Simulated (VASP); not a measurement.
# Zn (P6/mmm) in VASP: further runs

The runs below take Zn through relaxation of cell and atoms, with LDA.

Everything below comes from runs of VASP 6.6.1. Logs are shortened: lines on timing, memory, paths and dates and some standing lists are left out, and cuts for length are marked.

**1. The cell of the first run**

It takes space group P6/mmm (No. 191, hexagonal). The conventional cell has a = 2.482 Å, b = 2.482 Å, c = 2.333 Å, α = 90.00°, β = 90.00°, γ = 120.00°. Zn (site symmetry 6/mmm) has 8 Zn at 2.33 to 2.48 Å within 3.1 Å.

**2. Relaxation of cell and atoms, LDA, target pressure 15 GPa, at which the enthalpy is minimised**

Contents of INCAR:

```
  PREC = Accurate
  ENCUT = 600
  EDIFF = 1E-6
  ISMEAR = -1
  SIGMA = 0.1
  LREAL = False
  LASPH = True
  NELM = 80
  ALGO = Normal
  ISIF = 3
  LWAVE = False
  LCHARG = False
  IBRION = 2
  NSW = 60
  EDIFFG = -0.005
  PSTRESS = 150.0
```

Contents of KPOINTS:

```
regular mesh
0
Gamma
  18 18 16
```

Contents of POSCAR:

```
Zn
1.0
    2.4815291662      0.0000000000      0.0000000000
   -1.2407645831      2.1490672981      0.0000000000
    0.0000000000      0.0000000000      2.3326374162
Zn
1
Direct
    0.0000000000      0.0000000000      0.0000000000
```

Potentials or basis: VASP PAW LDA potentials, release 64 (Zn).

The run is started by

```console
$ cat potpaw_LDA.64/Zn/POTCAR > POTCAR
$ mpirun -np 1 vasp_std > vasp.out
```

OUTCAR:

```text
PREC = Accurate
   ENCUT = 600
   EDIFF = 1E-6
   ISMEAR = -1
   LREAL = False
   LASPH = True
   NELM = 80
   ISIF = 3
   IBRION = 2
   NSW = 60
   EDIFFG = -0.005
   PSTRESS = 150.0

 ion  position               nearest neighbor table
   1  0.000  0.000  0.000-

  LATTYP: Found a hexagonal cell.
 ALAT       =     2.4815291662
 C/A-ratio  =     0.9400000000

  Lattice vectors:

 A1 = (   2.4815291662,   0.0000000000,   0.0000000000)
 A2 = (  -1.2407645831,   2.1490672981,   0.0000000000)
 A3 = (   0.0000000000,   0.0000000000,   2.3326374162)

Analysis of symmetry for initial positions (statically):
=====================================================================
 Subroutine PRICEL returns:
 Original cell was already a primitive cell.

 Routine SETGRP: Setting up the symmetry group for a
 hexagonal supercell.

 Subroutine GETGRP returns: Found 24 space group operations
 (whereof 24 operations were pure point group operations)
 out of a pool of 24 trial point group operations.

The static configuration has the point symmetry D_6h.

Analysis of symmetry for dynamics (positions and initial velocities):
=====================================================================
 Subroutine PRICEL returns:
 Original cell was already a primitive cell.

 Routine SETGRP: Setting up the symmetry group for a
 hexagonal supercell.

 Subroutine GETGRP returns: Found 24 space group operations
 (whereof 24 operations were pure point group operations)
 out of a pool of 24 trial point group operations.

The dynamic configuration has the point symmetry D_6h.

 Subroutine INISYM returns: Found 24 space group operations
 (whereof 24 operations are pure point group operations),
 and found     1 'primitive' translations

----------------------------------------------------------------------------------------

                                     Primitive cell

  volume of cell :      12.4399

  direct lattice vectors                    reciprocal lattice vectors
     2.481529166  0.000000000  0.000000000     0.402977331  0.232659070  0.000000000
    -1.240764583  2.149067298  0.000000000     0.000000000  0.465318141  0.000000000
     0.000000000  0.000000000  2.332637416     0.000000000  0.000000000  0.428699288

  length of vectors
     2.481529166  2.481529166  2.332637416     0.465318141  0.465318141  0.428699288

  position of ions in fractional coordinates (direct lattice)
     0.000000000  0.000000000  0.000000000

  ion indices of the primitive-cell ions
   primitive index   ion index
                 1           1

----------------------------------------------------------------------------------------

 KPOINTS: regular mesh

Automatic generation of k-mesh.
 Grid dimensions read from file:
 generate k-points for:   18   18   16

 Generating k-lattice:

  Cartesian coordinates                     Fractional coordinates (reciprocal lattice)
     0.022387629  0.012925504  0.000000000     0.055555556  0.000000000  0.000000000
     0.000000000  0.025851008  0.000000000     0.000000000  0.055555556  0.000000000
     0.000000000  0.000000000  0.026793706     0.000000000  0.000000000  0.062500000

  Length of vectors
     0.025851008  0.025851008  0.026793706

  Shift w.r.t. Gamma in fractional coordinates (k-lattice)
     0.000000000  0.000000000  0.000000000

 Subroutine IBZKPT returns following result:
 ===========================================

 Found    333 irreducible k-points:

 Following reciprocal coordinates:
            Coordinates               Weight
  0.000000  0.000000  0.000000      1.000000
  0.055556  0.000000  0.000000      6.000000
  0.111111  0.000000  0.000000      6.000000
  0.166667  0.000000  0.000000      6.000000
  0.222222  0.000000  0.000000      6.000000
  0.277778 -0.000000  0.000000      6.000000
[... 16 lines left out ...]
  0.333333  0.111111  0.000000     12.000000
  0.388889  0.111111  0.000000     12.000000
 [... further k-points ...]
   k-points           NKPTS =    333   k-points in BZ     NKDIM =    333   number of bands    NBANDS=     10
   number of dos      NEDOS =    301   number of ions     NIONS =      1
   total plane-waves  NPLWV =   8000
   dimension x,y,z NGX =    20 NGY =   20 NGZ =   20
   dimension x,y,z NGXF=    40 NGYF=   40 NGZF=   40
   ions per type =               1
   NGX,Y,Z   is equivalent  to a cutoff of  13.40, 13.40, 14.25 a.u.
   NGXF,Y,Z  is equivalent  to a cutoff of  26.80, 26.80, 28.51 a.u.
 SYSTEM =  unknown system
   PREC   = accura    normal or accurate (medium, high low for compatibility)
   ISTART =      0    job   : 0-new  1-cont  2-samecut
   ICHARG =      2    charge: 1-file 2-atom 10-const
   ISPIN  =      1    spin polarized calculation?
   LNONCOLLINEAR =      F non collinear calculations
   LSORBIT =      F    spin-orbit coupling
   LASPH  =      T    aspherical Exc in radial PAW
   ENCUT  =  600.0 eV  44.10 Ry    6.64 a.u.   4.96  4.96  4.66*2*pi/ulx,y,z
   NELM   =     80;   NELMIN=  2; NELMDL= -5     # of ELM steps
   EDIFF  = 0.1E-05   stopping-criterion for ELM
   LREAL  =      F    real-space projection
   EDIFFG = -.5E-02   stopping-criterion for IOM
   NSW    =     60    number of steps for IOM
   IBRION =      2    ionic relax: 0-MD 1-quasi-New 2-CG
   NFREE  =      1    steps in history (QN), initial steepest desc. (CG)
   ISIF   =      3    stress and relaxation
   ISYM   =      2    0-nonsym 1-usesym 2-fastsym
   POTIM  = 0.5000    time-step for ionic-motion
   TEBEG  =    0.0;   TEEND  =   0.0 temperature during run
   PSTRESS=  150.0 pullay stress
   NELECT =      12.0000    total number of electrons
   NUPDOWN=      -1.0000    fix difference up-down
   EMIN   =  10.00;   EMAX   =-10.00  energy-range for DOS
   EFERMI =   0.00;   METHOD = LEGACY
   ISMEAR =    -1;   SIGMA  =   0.10  broadening in eV -4-tet -1-fermi 0-gaus
   EFERMI_NEDOS =   21; number of points for ismear=-14 and -15
   IALGO  =     38    algorithm
   IMIX   =      4    mixing-type and parameters
     AMIX     =   0.40;   BMIX     =  1.00
     AMIX_MAG =   1.60;   BMIX_MAG =  1.00
  volume/ion in A,a.u.               =      12.44        83.95
  Fermi-wavevector in a.u.,A,eV,Ry     =   1.617570  3.056764 35.600081  2.616532
  Thomas-Fermi vector in A             =   2.711973
   LORBIT       =      0    0 simple, 1 ext, 2 COOP (PROOUT), +10 PAW based schemes
   GGA     = CA    functional components
   LHFCALC =     F    Hartree Fock is set to
   AEXX    =    0.0000 exact exchange contribution
   IVDW    =     0    specifies the selected vdW correction
   LEPSILON=     F    determine dielectric tensor
   LRPA    =     F    only Hartree local field effects (RPA)
 conjugate gradient relaxation of ions
 non-spin polarized calculation
  energy-cutoff  :      600.00
  volume of cell :       12.44
 maximum number of plane-waves:       435
 NGX is ok and might be reduce to    20
   NGX =  9   NGY =  9   NGZ =  9

--------------------------------------- Ionic step        1  -------------------------------------------

 number of electron      11.9999996 magnetization

 Free energy of the ion-electron system (eV)
  ---------------------------------------------------
  ext. energy  EPLUGINS =         0.00000000
  ---------------------------------------------------
  free energy    TOTEN  =        -1.48458817 eV

  energy without entropy =       -1.47590736  energy(sigma->0) =       -1.48024776

------------------------ aborting loop because EDIFF is reached ----------------------------------------

  FORCE on cell =-STRESS in cart. coord.  units (eV):
  Direction    XX          YY          ZZ          XY          YZ          ZX
  --------------------------------------------------------------------------------------
  -------------------------------------------------------------------------------------
  Total        1.4668735      1.4668735      3.0953393      0.0000000      0.0000000      0.0000000
  in kB      188.9237785    188.9237785    398.6595878      0.0000000      0.0000000      0.0000000
  external PRESSURE =     108.8357149 kB  Pullay stress =     150.0000000 kB
[... 90 lines left out ...]
  FREE ENERGIE OF THE ION-ELECTRON SYSTEM (eV)
  ---------------------------------------------------
  free  energy   TOTEN  =        -1.6460707452 eV

  energy  without entropy=       -1.6363545546  energy(sigma->0) =       -1.64121265

  enthalpy is  TOTEN    =        -0.3796364497 eV   P V=        1.2664342955

[... ionic steps 4 to 7 ...]

--------------------------------------- Ionic step        8  -------------------------------------------

 number of electron      12.0000002 magnetization

------------------------ aborting loop because EDIFF is reached ----------------------------------------

  FORCE on cell =-STRESS in cart. coord.  units (eV):
  Direction    XX          YY          ZZ          XY          YZ          ZX
  --------------------------------------------------------------------------------------
  -------------------------------------------------------------------------------------
  Total        1.2549962      1.2549962      1.2445679      0.0000000      0.0000000      0.0000000
  in kB      151.4742750    151.4742750    150.2156052      0.0000000      0.0000000      0.0000000
  external PRESSURE =       1.0547184 kB  Pullay stress =     150.0000000 kB
[... 59 lines left out ...]
  enthalpy is  TOTEN    =        -0.4028469666 eV   P V=        1.2435939030

--------------------------------------- Ionic step       10  -------------------------------------------

 number of electron      12.0000001 magnetization

 Free energy of the ion-electron system (eV)
  ---------------------------------------------------
  ext. energy  EPLUGINS =         0.00000000
  ---------------------------------------------------
  free energy    TOTEN  =        -1.64615793 eV

  energy without entropy =       -1.63670118  energy(sigma->0) =       -1.64142956

 E-fermi :   3.8901     XC(G=0): -12.5635

 val. band max:        3.8836601482   @ k =   0.1667   0.0556   0.3750
 cond. band min:       3.9341148559   @ k =   0.3333   0.2778   0.1875
 fundamental gap:      0.0504547077
 Fermi energy:         3.8900928117

 k-point     1 :       0.0000    0.0000    0.0000
  band No.  band energies     occupation
      1      -7.6898      2.00000
      2      -5.2381      2.00000
      3      -4.4258      2.00000
      4      -4.4258      2.00000
      5      -3.4985      2.00000
      6      -3.4985      2.00000
      7      14.1300      0.00000
      8      18.7725      0.00000
      9      25.7621      0.00000
     10      25.7621      0.00000
[... 287 lines left out ...]
 k-point    24 :       0.3889    0.1111    0.0000
  band No.  band energies     occupation
      1      -5.4164      2.00000
      2      -4.6321      2.00000
      3      -4.2428      2.00000
      4      -3.7123      2.00000
      5      -3.5613      2.00000
      6       0.2587      2.00000
      7       4.8121      0.00020
      8      13.7957      0.00000
      9      22.0259      0.00000
     10      23.4026      0.00000

 [... further k-points ...]
[... 5 lines left out ...]
  --------------------------------------------------------------------------------------
  -------------------------------------------------------------------------------------
  Total        1.2441748      1.2441748      1.2455318      0.0000000      0.0000000      0.0000000
  in kB      150.1043461    150.1043461    150.2680616      0.0000000      0.0000000      0.0000000
  external PRESSURE =       0.1589179 kB  Pullay stress =     150.0000000 kB
[... 16 lines left out ...]
  FREE ENERGIE OF THE ION-ELECTRON SYSTEM (eV)
  ---------------------------------------------------
  free  energy   TOTEN  =        -1.6461579332 eV

  energy  without entropy=       -1.6367011841  energy(sigma->0) =       -1.64142956

  enthalpy is  TOTEN    =        -0.4028480301 eV   P V=        1.2433099031

 reached required accuracy - stopping structural energy minimisation
```

Wall time 90 s (1 thread of Intel Xeon Platinum 8559C (Emerald Rapids), shared host); peak memory 0.17 GiB.

What came out:

```yaml
Free_energy: -1.6462 eV
Relaxed_volume: 13.28 Å³/atom
Relaxed_cell: a = 2.433 Å, b = 2.433 Å, c = 2.589 Å, α = 90.00°, β = 90.00°, γ = 120.00°
Space_group_after_relaxing_to_0.05_Å: P6/mmm (No. 191)
Energy_change_on_relaxing_the_enthalpy_is_what_falls: -161.6 meV/atom
Ionic_steps: 10
Pressure_after_relaxing: 15.0 GPa
Band_gap_on_the_k_mesh: zero (band 6 reaches 8.81 eV, above the bottom of band 7 at -0.50 eV)
```

The path:
```
step  energy change (eV)  largest force (eV/Å)  pressure (GPa)  volume (Å³)
   1              0.0000                0.0000           25.88        12.44
   2             -0.1986                0.0000            7.19        14.00
   3             -0.1615                0.0000           11.47        13.53
   4             -0.1518                0.0000           15.35        13.20
   5             -0.1442                0.0000           16.67        13.11
   6             -0.1636                0.0000           14.90        13.30
   7             -0.1614                0.0000           15.10        13.28
   8             -0.1610                0.0000           15.11        13.27
   9             -0.1619                0.0000           14.94        13.28
  10             -0.1616                0.0000           15.02        13.28
```

Final structure:
```yaml
crystal:
  lattice:
    - [2.43349, 0.00000, 0.00000]
    - [-1.21674, 2.10746, 0.00000]
    - [0.00000, 0.00000, 2.58946]
  atoms:
    - { symbol: Zn, position: [0.00000, 0.00000, 0.00000] }
```

Caveat: the cell is relaxed towards a set pressure, so the enthalpy falls and the energy may rise.

**3. Relaxation of cell and atoms, LDA, target pressure 15 GPa, at which the enthalpy is minimised**

This run uses another cell than the first one, of 13.21 Å³/atom, 1.062 times its volume.

Contents of INCAR:

```
PREC     = Accurate       # precision mode
ENCUT    = 600            # plane-wave cutoff, eV
EDIFF    = 1E-7           # SCF threshold, eV
ISMEAR   = -1             # smearing method
SIGMA    = 0.1            # smearing width, eV
LREAL    = False          # projectors in reciprocal space
LASPH    = True           # aspherical terms in the spheres
NELM     = 80             # most SCF steps
ALGO     = Normal         # electronic algorithm
ISIF     = 3              # what is computed and relaxed
LWAVE    = False          # write WAVECAR
LCHARG   = False          # write CHGCAR
IBRION   = 2              # ionic algorithm
NSW      = 32             # ionic steps
EDIFFG   = -0.005         # ionic threshold
PSTRESS  = 150.0
```

Contents of KPOINTS:

```
Automatic mesh
0
Gamma
  18 18 16
```

Contents of POSCAR:

```
Zn
1.0
    2.4280961385      0.0000000000      0.0000000000
   -1.2140480693      2.1027929388      0.0000000000
    0.0000000000      0.0000000000      2.5877371897
Zn
1
Direct
    0.0000000000      0.0000000000      0.0000000000
```

Potentials or basis: VASP PAW LDA potentials, release 64 (Zn).

The run is started by

```console
$ cat potpaw_LDA.64/Zn/POTCAR > POTCAR
$ mpirun -np 1 vasp_std > vasp.out
```

Wall time 42 s (1 thread of Intel Xeon Platinum 8559C (Emerald Rapids), shared host); peak memory 0.17 GiB.

The run converged. Its results:

- Free energy: -1.6463 eV
- Relaxed volume: 13.28 Å³/atom
- Relaxed cell: a = 2.433 Å, b = 2.433 Å, c = 2.590 Å, α = 90.00°, β = 90.00°, γ = 120.00°
- Space group after relaxing (to 0.05 Å): P6/mmm (No. 191)
- Energy change on relaxing (the enthalpy is what falls): -6.4 meV/atom
- Ionic steps: 4
- Pressure after relaxing: 15.0 GPa
- Band gap on the k mesh: zero (band 6 reaches 8.81 eV, above the bottom of band 7 at -0.50 eV)

Stress tensor (GPa, compression positive):
```
15.05  0.00  0.00
 0.00 15.05  0.00
 0.00  0.00 14.94
```

The path:
```tsv
step	energy change (eV)	largest force (eV/Å)	pressure (GPa)	volume (Å³)
1	0.0000	0.0000	15.83	13.21
2	-0.0123	0.0000	14.27	13.34
3	-0.0066	0.0000	14.98	13.28
4	-0.0064	0.0000	15.02	13.28
```

Final structure:
```
Zn
1.0
     2.43301    0.00000    0.00000
    -1.21651    2.10705    0.00000
     0.00000    0.00000    2.59028
Zn
1
Direct
  0.00000 0.00000 0.00000
```

Levels at points of the mesh, in eV from the Fermi level:
```
           k point  band 3  band 4  band 5  band 6  band 7  band 8  band 9  band 10
(0.00, 0.00, 0.00)   -8.32   -8.32   -7.39   -7.39   10.22   14.87   21.89    21.89
(0.50, 0.00, 0.00)   -8.19   -7.55   -7.09   -3.24   -0.48   13.24   17.57    18.58
(0.00, 0.00, 0.50)   -8.25   -7.66   -7.66   -4.89   -4.39   25.55   27.52    27.52
(0.50, 0.00, 0.50)   -7.90   -7.16   -7.07    0.76    2.76    5.40    7.33    17.75
```

Caveat: the cell is relaxed towards a set pressure, so the enthalpy falls and the energy may rise.
